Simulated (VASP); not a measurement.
Runs of VASP 6.6.1 on CuO. The structure is that of space group P4_2/mmc (No. 131), or close to it. The cells are those of the table. 

```tsv
cell	gap on the mesh (eV)	pressure (GPa)
a = 2.852, b = 2.852, c = 5.085 Å, angles 90.0, 90.0, 89.8°, 4 atoms	none	(a)
a = 2.808, b = 2.808, c = 5.086 Å, angles 90.0, 90.0, 89.8°, 4 atoms	none	11.7
a = 3.023, b = 3.023, c = 5.135 Å, 4 atoms	none	(b)
a = 2.894, b = 2.894, c = 5.092 Å, angles 90.0, 90.0, 89.8°, 4 atoms	none	0.8
a = 2.934, b = 2.934, c = 5.102 Å, angles 90.0, 90.0, 89.9°, 4 atoms	none	-3.6
a = 2.973, b = 2.973, c = 5.114 Å, angles 90.0, 90.0, 89.9°, 4 atoms	none	-7.4
```

Alike in all rows: task single point; level PBEsol; potentials or basis VASP PAW PBE potentials, release 64 (Cu, O); no spin polarisation; k mesh 16 × 16 × 8; cutoff (eV) 520; smearing gaussian 0.1 eV.

Task: Fill in the values left out.

Result: (a) 5.9; (b) -11.6.

Caveats: the PAW data sets were made with another functional, which shifts forces and pressure a little; semilocal functionals often make such compounds metallic where correlation or magnetic order opens a gap, which also shifts bond lengths.

A gap of «none» marks levels without a gap at the run's occupations.
